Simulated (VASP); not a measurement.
# Si2Mo (Cm) in VASP: single point with PBEsol

Aim: the single point of Si2Mo with PBEsol.

Program: VASP 6.6.1. These are calculated values, not measurements. Logs are shortened: lines on timing, memory, paths and dates and some standing lists are left out, and cuts for length are marked.

## Step 1: The cell of the first run

It takes space group Cm (No. 8, monoclinic). The conventional cell has a = 8.447 Å, b = 3.190 Å, c = 3.190 Å, α = 90.00°, β = 112.19°, γ = 90.00°. Within 3.2 Å of Si (site symmetry m) lie 5 Mo at 2.43 to 2.79 Å and 9 Si at 2.49 to 3.19 Å. Si (site symmetry m) has 9 Si at 2.49 to 3.19 Å and 5 Mo at 2.56 to 2.64 Å within 3.3 Å. Mo (site symmetry m) has 10 Si at 2.43 to 2.79 Å and 4 Mo at 3.19 Å within 3.2 Å.

## Step 2: Single point, PBEsol (atoms displaced along several vibrational modes)

File INCAR:

```
PREC     = Accurate       # precision mode
ENCUT    = 520            # plane-wave cutoff, eV
EDIFF    = 1E-6           # SCF threshold, eV
ISMEAR   = 0              # smearing method
SIGMA    = 0.15           # smearing width, eV
LREAL    = False          # projectors in reciprocal space
LASPH    = True           # aspherical terms in the spheres
NELM     = 60             # most SCF steps
ALGO     = Normal         # electronic algorithm
ISIF     = 2              # what is computed and relaxed
LWAVE    = False          # write WAVECAR
LCHARG   = True           # write CHGCAR
GGA      = PS             # functional
LELF     = True           # ELF
LVHAR    = True         
NBANDS   = 18             # bands
```

File KPOINTS:

```
regular mesh
0
Gamma
  18 18 18
```

File POSCAR:

```
Si2Mo
1.0
   -1.5951226549      1.5951226549      3.9109090651
    1.5951226549     -1.5951226549      3.9109090651
    1.5951226549      1.5951226549     -3.9109090651
Si Mo
2 1
Direct
    0.3350567058      0.2631186641     -0.0719380417
    0.6649432942      0.6644731109     -0.0004701833
    0.0000000000      0.0211942157      0.0211942157
```

Potentials or basis: VASP PAW PBE potentials, release 64 (Si, Mo_sv).

The run is started by

```sh
$ cat potpaw_PBE.64/Si/POTCAR potpaw_PBE.64/Mo_sv/POTCAR > POTCAR
$ mpirun -np 1 vasp_std > vasp.out
```

OUTCAR:

```text
PREC = Accurate
   ENCUT = 520
   EDIFF = 1E-6
   ISMEAR = 0
   LREAL = False
   LASPH = True
   NELM = 60
   ISIF = 2
   GGA = PS

 ion  position               nearest neighbor table
   1  0.335  0.263  0.928-   3 2.43   3 2.43   2 2.49   2 2.49   2 2.59   3 2.64   2 2.76   2 2.76
                             3 2.79   3 2.79
   2  0.665  0.664  1.000-   1 2.49   1 2.49   3 2.56   3 2.56   1 2.59   3 2.62   3 2.64   3 2.64
                             1 2.76   1 2.76
   3  0.000  0.021  0.021-   1 2.43   1 2.43   2 2.56   2 2.56   2 2.62   1 2.64   2 2.64   2 2.64
                             1 2.79   1 2.79

  LATTYP: Found a body centered tetragonal cell.
 ALAT       =     3.1902453098
 C/A-ratio  =     2.4517920632

  Lattice vectors:

 A1 = (  -1.5951226549,   1.5951226549,   3.9109090651)
 A2 = (   1.5951226549,  -1.5951226549,   3.9109090651)
 A3 = (   1.5951226549,   1.5951226549,  -3.9109090651)

Analysis of symmetry for initial positions (statically):
=====================================================================
 Subroutine PRICEL returns:
 Original cell was already a primitive cell.

 Routine SETGRP: Setting up the symmetry group for a
 body centered tetragonal supercell.

 Subroutine GETGRP returns: Found  2 space group operations
 (whereof  2 operations were pure point group operations)
 out of a pool of 16 trial point group operations.

The static configuration has the point symmetry C_1h.

Analysis of symmetry for dynamics (positions and initial velocities):
=====================================================================
 Subroutine PRICEL returns:
 Original cell was already a primitive cell.

 Routine SETGRP: Setting up the symmetry group for a
 body centered tetragonal supercell.

 Subroutine GETGRP returns: Found  2 space group operations
 (whereof  2 operations were pure point group operations)
 out of a pool of 16 trial point group operations.

The dynamic configuration has the point symmetry C_1h.

 Subroutine INISYM returns: Found  2 space group operations
 (whereof  2 operations are pure point group operations),
 and found     1 'primitive' translations

----------------------------------------------------------------------------------------

                                     Primitive cell

  volume of cell :      39.8039

  direct lattice vectors                    reciprocal lattice vectors
    -1.595122655  1.595122655  3.910909065     0.000000000  0.313455519  0.127847514
     1.595122655 -1.595122655  3.910909065     0.313455519  0.000000000  0.127847514
     1.595122655  1.595122655 -3.910909065     0.313455519  0.313455519  0.000000000

  length of vectors
     4.514869022  4.514869022  4.514869022     0.338525256  0.338525256  0.443293046

  position of ions in fractional coordinates (direct lattice)
     0.335056706  0.263118664  0.928061958
     0.664943294  0.664473111  0.999529817
     0.000000000  0.021194216  0.021194216

  ion indices of the primitive-cell ions
   primitive index   ion index
                 1           1
                 2           2
                 3           3

----------------------------------------------------------------------------------------

 KPOINTS: regular mesh

Automatic generation of k-mesh.
 Grid dimensions read from file:
 generate k-points for:   18   18   18

 Generating k-lattice:

  Cartesian coordinates                     Fractional coordinates (reciprocal lattice)
     0.000000000  0.017414196  0.007102640     0.055555556  0.000000000 -0.000000000
     0.017414196  0.000000000  0.007102640     0.000000000  0.055555556 -0.000000000
     0.017414196  0.017414196  0.000000000     0.000000000  0.000000000  0.055555556

  Length of vectors
     0.018806959  0.018806959  0.024627391

  Shift w.r.t. Gamma in fractional coordinates (k-lattice)
     0.000000000  0.000000000  0.000000000

 Subroutine IBZKPT returns following result:
 ===========================================

 Found   1550 irreducible k-points:

 Following reciprocal coordinates:
            Coordinates               Weight
  0.000000  0.000000  0.000000      1.000000
  0.055556  0.000000 -0.000000      4.000000
  0.000000  0.055556 -0.000000      2.000000
  0.055556  0.000000 -0.055556      2.000000
  0.111111  0.000000 -0.000000      4.000000
  0.000000  0.111111 -0.000000      2.000000
[... 16 lines left out ...]
  0.444444  0.000000  0.000000      4.000000
  0.000000  0.444444  0.000000      2.000000
 [... further k-points ...]
   k-points           NKPTS =   1550   k-points in BZ     NKDIM =   1550   number of bands    NBANDS=     18
   number of dos      NEDOS =    301   number of ions     NIONS =      3
   total plane-waves  NPLWV =  46656
   dimension x,y,z NGX =    36 NGY =   36 NGZ =   36
   dimension x,y,z NGXF=    72 NGYF=   72 NGZF=   72
   ions per type =               2   1
   NGX,Y,Z   is equivalent  to a cutoff of  13.26, 13.26, 13.26 a.u.
   NGXF,Y,Z  is equivalent  to a cutoff of  26.51, 26.51, 26.51 a.u.
 SYSTEM =  unknown system
   PREC   = accura    normal or accurate (medium, high low for compatibility)
   ISTART =      0    job   : 0-new  1-cont  2-samecut
   ICHARG =      2    charge: 1-file 2-atom 10-const
   ISPIN  =      1    spin polarized calculation?
   LNONCOLLINEAR =      F non collinear calculations
   LSORBIT =      F    spin-orbit coupling
   LASPH  =      T    aspherical Exc in radial PAW
   ENCUT  =  520.0 eV  38.22 Ry    6.18 a.u.   8.39  8.39  8.39*2*pi/ulx,y,z
   NELM   =     60;   NELMIN=  2; NELMDL= -5     # of ELM steps
   EDIFF  = 0.1E-05   stopping-criterion for ELM
   LREAL  =      F    real-space projection
   EDIFFG = 0.1E-04   stopping-criterion for IOM
   NSW    =      0    number of steps for IOM
   IBRION =     -1    ionic relax: 0-MD 1-quasi-New 2-CG
   NFREE  =      0    steps in history (QN), initial steepest desc. (CG)
   ISIF   =      2    stress and relaxation
   ISYM   =      2    0-nonsym 1-usesym 2-fastsym
   POTIM  = 0.5000    time-step for ionic-motion
   TEBEG  =    0.0;   TEEND  =   0.0 temperature during run
   PSTRESS=    0.0 pullay stress
   NELECT =      22.0000    total number of electrons
   NUPDOWN=      -1.0000    fix difference up-down
   EMIN   =  10.00;   EMAX   =-10.00  energy-range for DOS
   EFERMI =   0.00;   METHOD = LEGACY
   ISMEAR =     0;   SIGMA  =   0.15  broadening in eV -4-tet -1-fermi 0-gaus
   EFERMI_NEDOS =   21; number of points for ismear=-14 and -15
   IALGO  =     38    algorithm
   IMIX   =      4    mixing-type and parameters
     AMIX     =   0.40;   BMIX     =  1.00
     AMIX_MAG =   1.60;   BMIX_MAG =  1.00
  volume/ion in A,a.u.               =      13.27        89.54
  Fermi-wavevector in a.u.,A,eV,Ry     =   1.343509  2.538863 24.558723  1.805015
  Thomas-Fermi vector in A             =   2.471577
   LORBIT       =      0    0 simple, 1 ext, 2 COOP (PROOUT), +10 PAW based schemes
   GGA     = PS    functional components
   LHFCALC =     F    Hartree Fock is set to
   AEXX    =    0.0000 exact exchange contribution
   IVDW    =     0    specifies the selected vdW correction
   LEPSILON=     F    determine dielectric tensor
   LRPA    =     F    only Hartree local field effects (RPA)
 non-spin polarized calculation
 Gauss-broadening in eV      SIGMA  =   0.15
  energy-cutoff  :      520.00
  volume of cell :       39.80
 maximum number of plane-waves:      1104
 NGX is ok and might be reduce to    36
   NGX = 17   NGY = 17   NGZ = 17

 number of electron      22.0000000 magnetization

 Free energy of the ion-electron system (eV)
  ---------------------------------------------------
  ext. energy  EPLUGINS =         0.00000000
  ---------------------------------------------------
  free energy    TOTEN  =       -24.76162979 eV

  energy without entropy =      -24.75862416  energy(sigma->0) =      -24.76012697

 E-fermi :  12.3408     XC(G=0): -12.5477

 val. band max:       12.3374572932   @ k =  -0.3333  -0.2778   0.3333
 cond. band min:      12.3431024415   @ k =  -0.3889   0.5000   0.3889
 fundamental gap:      0.0056451482
 Fermi energy:        12.3408231639

 k-point     1 :       0.0000    0.0000    0.0000
  band No.  band energies     occupation
      1     -48.2510      2.00000
      2     -22.4943      2.00000
      3     -22.3801      2.00000
      4     -22.3186      2.00000
      5      -1.1939      2.00000
      6       5.8559      2.00000
[... 10 lines left out ...]
     17      17.4649      0.00000
     18      18.0560      0.00000

 k-point     2 :       0.0556    0.0000   -0.0000
  band No.  band energies     occupation
      1     -48.2504      2.00000
      2     -22.4937      2.00000
      3     -22.3886      2.00000
      4     -22.3179      2.00000
      5      -1.1369      2.00000
      6       5.8627      2.00000
[... 10 lines left out ...]
     17      17.8389      0.00000
     18      18.1097      0.00000

 k-point     3 :       0.0000    0.0556   -0.0000
  band No.  band energies     occupation
      1     -48.2504      2.00000
      2     -22.4951      2.00000
      3     -22.3794      2.00000
      4     -22.3255      2.00000
      5      -1.1385      2.00000
      6       5.8504      2.00000
[... 10 lines left out ...]
     17      17.5077      0.00000
     18      18.3892      0.00000

 k-point     4 :       0.0556    0.0000   -0.0556
  band No.  band energies     occupation
      1     -48.2504      2.00000
      2     -22.4954      2.00000
      3     -22.3794      2.00000
      4     -22.3253      2.00000
      5      -1.1369      2.00000
      6       5.8707      2.00000
[... 375 lines left out ...]
      4     -22.3578      2.00000
      5       1.3358      2.00000
      6       4.3818      2.00000
[... 10 lines left out ...]
     17      19.5380      0.00000
     18      20.4827      0.00000

 k-point    23 :       0.4444    0.0000    0.0000
  band No.  band energies     occupation
      1     -48.2316      2.00000
      2     -22.6475      2.00000
      3     -22.4722      2.00000
      4     -22.2948      2.00000
      5       2.0076      2.00000
      6       3.4192      2.00000
[... 10 lines left out ...]
     17      19.0264      0.00000
     18      20.2378      0.00000

 k-point    24 :       0.0000    0.4444    0.0000
  band No.  band energies     occupation
      1     -48.2320      2.00000
      2     -22.6264      2.00000
      3     -22.4260      2.00000
      4     -22.3555      2.00000
      5       1.7971      2.00000
      6       3.5174      2.00000
[... 10 lines left out ...]
     17      18.4157      0.00000
     18      19.6536      0.00000

 [... further k-points ...]
[... 5 lines left out ...]
  --------------------------------------------------------------------------------------
  -------------------------------------------------------------------------------------
  Total        0.7172415      1.7193041      0.9149936      0.0000000      0.0000000     -0.3657810
  in kB       28.8702206     69.2049879     36.8300873      0.0000000      0.0000000    -14.7233216
  external PRESSURE =      44.9684319 kB  Pullay stress =       0.0000000 kB

 VOLUME and BASIS-vectors are now :
 -----------------------------------------------------------------------------
  energy-cutoff  :      520.00
  volume of cell :       39.80
      direct lattice vectors                 reciprocal lattice vectors
    -1.595122655  1.595122655  3.910909065     0.000000000  0.313455519  0.127847514
     1.595122655 -1.595122655  3.910909065     0.313455519  0.000000000  0.127847514
     1.595122655  1.595122655 -3.910909065     0.313455519  0.313455519  0.000000000

 POSITION                                       TOTAL-FORCE (eV/Angst)
 -----------------------------------------------------------------------------------
      1.36562      1.59512     -1.29016         2.227354      0.000000     -0.433113
      1.59362      1.59512      1.29016        -0.375131     -0.000000     -0.252527
      0.06761      0.00000      0.00000        -1.852223      0.000000      0.685640
 -----------------------------------------------------------------------------------
    total drift:                               -0.000154      0.000000      0.000017

  FREE ENERGIE OF THE ION-ELECTRON SYSTEM (eV)
  ---------------------------------------------------
  free  energy   TOTEN  =       -24.7616297890 eV

  energy  without entropy=      -24.7586241580  energy(sigma->0) =      -24.76012697
```

Wall time 21 min (1 thread of Intel Xeon 8259CL, shared host); peak memory 1.1 GiB.

What came out:

```yaml
Free_energy: -24.7616 eV
Pressure: 4.5 GPa
Largest_force: 2.269 eV/Å
Band_gap_on_the_k_mesh: zero (bands 11 and 12 overlap by 0.72 eV)
```

Forces in eV/Å, atoms in the order of the input:
```
Si   2.227  0.000 -0.433
Si  -0.375  0.000 -0.253
Mo  -1.852  0.000  0.686
```

Caveat: the cell differs from its parent crystal (atoms displaced along several vibrational modes); the cell stands under pressure; the PAW data sets were made with another functional, which shifts forces and pressure a little.
